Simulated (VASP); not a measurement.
NaF: single point with PBEsol

NaF:

```
CELL_PARAMETERS angstrom
0.00000 2.35513 2.26092
2.35513 0.00000 2.26092
2.35513 2.35513 0.00000
ATOMIC_POSITIONS crystal
Na 0.00000 0.00000 0.00000
F 0.50000 0.50000 0.50000
```

This cell differs from its parent crystal: ratio of the length along z to the lengths across it x 0.96, volume and fractional coordinates fixed.

- Program: VASP 6.6.1
- Task: single point
- Functional: PBEsol
- Potentials or basis: VASP PAW PBE potentials, release 64 (Na_pv, F)
- Cutoff: 520 eV
- k mesh: 10 × 10 × 10
- Occupations: gaussian, width 0.05 eV
- Spin: no spin polarisation

* Pressure: -0.3 GPa
* Band gap on the k mesh: 6.12 eV

Stress tensor (GPa, compression positive):
```
-1.49  0.00  0.00
 0.00 -1.49  0.00
 0.00  0.00  1.97
```

Levels at points of the mesh, in eV from the valence-band top:
| k point | band 4 | band 5 | band 6 | band 7 | band 8 | band 9 | band 10 | band 11 |
| --- | --- | --- | --- | --- | --- | --- | --- | --- |
| (0.00, 0.00, 0.00) | -18.78 | 0.00 | 0.00 | 0.00 | 6.12 | 18.70 | 18.70 | 19.00 |
| (0.50, 0.00, 0.00) | -18.02 | -1.60 | -0.27 | -0.24 | 10.56 | 12.26 | 19.52 | 20.30 |
| (0.50, 0.50, 0.00) | -18.78 | -1.24 | -0.45 | -0.45 | 12.81 | 13.28 | 13.58 | 19.22 |
| (0.50, 0.00, 0.50) | -18.80 | -1.31 | -0.41 | -0.35 | 12.73 | 13.21 | 13.39 | 19.52 |

Run time: 12 s on 1 thread of Intel(R) Xeon(R) 6975P-C (Granite Rapids), with other jobs on the host, peak memory 0.15 GiB.

Caveat: the PAW data sets were made with another functional, which shifts forces and pressure a little. A k mesh can miss the band edges.
